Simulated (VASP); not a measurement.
Here is a VASP 6.6.1 calculation.

INCAR

```
SYSTEM = SrO
PREC     = Accurate       ! precision mode
ENCUT    = 520            ! plane-wave cutoff, eV
EDIFF    = 1E-6           ! SCF threshold, eV
ISMEAR   = 0              ! smearing method
SIGMA    = 0.05           ! smearing width, eV
LREAL    = .False.        ! projectors in reciprocal space
LASPH    = .True.         ! aspherical terms in the spheres
NELM     = 100            ! most SCF steps
ALGO     = Normal         ! electronic algorithm
ISIF     = 2              ! what is computed and relaxed
LWAVE    = .False.        ! write WAVECAR
LCHARG   = .False.        ! write CHGCAR
GGA      = PE             ! functional
NBANDS   = 24             ! bands
```

KPOINTS

```
Automatic mesh
0
Gamma
  9 9 4
  0 0 0
```

File POSCAR:

```
SrO
1.0
    3.5472592105      0.0000000000      0.0000000000
   -1.7736296053      3.0720165901      0.0000000000
    0.0000000000      0.0000000000      6.1908078759
Sr O
2 2
Direct
    0.3333333333      0.6666666667      0.2508657934
    0.6666666667      0.3333333333      0.7508657934
    0.0000000000      0.0000000000     -0.0047415976
    0.0000000000      0.0000000000      0.4952584024
```

Potentials or basis: VASP PAW PBE potentials, release 64 (Sr_sv, O).

The run is started by

```sh
$ cat potpaw_PBE.64/Sr_sv/POTCAR potpaw_PBE.64/O/POTCAR > POTCAR
$ mpirun -np 1 vasp_std > vasp.out
```

(1) Predict the band gap on the k mesh.

(2) Estimate the largest force.

Results:

(1) 3.09 eV, indirect (least direct gap 3.12 eV).

(2) 0.086 eV/Å.
